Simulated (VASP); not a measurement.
Set up this calculation in VASP 6.6.1, as the native input.

```yaml
Task: relaxation of cell and atoms
Functional: r2SCAN
Potentials_or_basis: VASP PAW PBE potentials, release 64 (Zn, O)
Cutoff: 600 eV
k_mesh: 12 × 12 × 4
Occupations: fermi-dirac, width 0.02 eV
Spin: no spin polarisation
Dipole_correction: no
Further_INCAR_settings: ALGO = Normal; EDIFF = 1e-06; IBRION = 2; EDIFFG = -0.005; NSW = 80; ISIF = 3
```

The system is ZnO.

```
Zn O
1.0
     3.02519    0.00000    0.00000
    -1.51259    2.61989    0.00000
     0.00000    0.00000    5.19210
Zn O
2 2
Cartesian
  0.0000 0.0000 0.0000
  0.0000 0.0000 2.5960
  0.0000 1.7466 1.2980
  1.5126 0.8733 3.8941
```

One way to write it, as run:

POSCAR

```
ZnO
1.0
    3.0251896613      0.0000000000      0.0000000000
   -1.5125948307      2.6198910980      0.0000000000
    0.0000000000      0.0000000000      5.1920976491
Zn O
2 2
Direct
    0.0000000000      0.0000000000      0.0000000000
    0.0000000000      0.0000000000      0.5000000000
    0.3333333333      0.6666666667      0.2500000000
    0.6666666667      0.3333333333      0.7500000000
```

INCAR.step1

```
SYSTEM = ZnO
PREC = Accurate
ENCUT = 600
ISMEAR = -1
SIGMA = 0.02
LREAL = .FALSE.
LASPH = .TRUE.
NELM = 60
GGA = PE
ALGO = Normal
EDIFF = 1E-4
LWAVE = .TRUE.
LCHARG = .FALSE.
```

INCAR.step2

```
SYSTEM = ZnO
PREC = Accurate
ENCUT = 600
EDIFF = 1E-6
ISMEAR = -1
SIGMA = 0.02
LREAL = .FALSE.
LASPH = .TRUE.
NELM = 60
ALGO = Normal
ISIF = 3
LWAVE = .FALSE.
LCHARG = .FALSE.
METAGGA = R2SCAN
LMIXTAU = .TRUE.
IBRION = 2
NSW = 80
EDIFFG = -0.005
ISTART = 1
```

KPOINTS

```
Automatic mesh
0
G
  12 12 4
  0 0 0
```

Potentials or basis: VASP PAW PBE potentials, release 64 (Zn, O).

Command:

```bash
$ cat potpaw_PBE.64/Zn/POTCAR potpaw_PBE.64/O/POTCAR > POTCAR
$ cp INCAR.step1 INCAR
$ mpirun -np 1 vasp_std > vasp.out
$ cp INCAR.step2 INCAR
$ mpirun -np 1 vasp_std > vasp.out
```

It gave:

```json
{
  "Relaxed volume": "9.88 Å³/atom",
  "Relaxed cell": "a = 2.981 Å, b = 2.981 Å, c = 5.136 Å, α = 90.00°, β = 90.00°, γ = 120.00°",
  "Space group after relaxing (to 0.1 Å)": "P6_3/mmc (No. 194)",
  "Energy gained by relaxing": "9.5 meV/atom",
  "Ionic steps": "9",
  "Pressure after relaxing": "0.0 GPa",
  "Band gap on the k mesh": "1.31 eV"
}
```

Caveat: the PAW data sets were made with another functional, which shifts forces and pressure a little.

It took 6.6 min on 1 thread of Intel(R) Xeon(R) 6975P-C (Granite Rapids), on a shared host, peak memory 0.21 GiB.
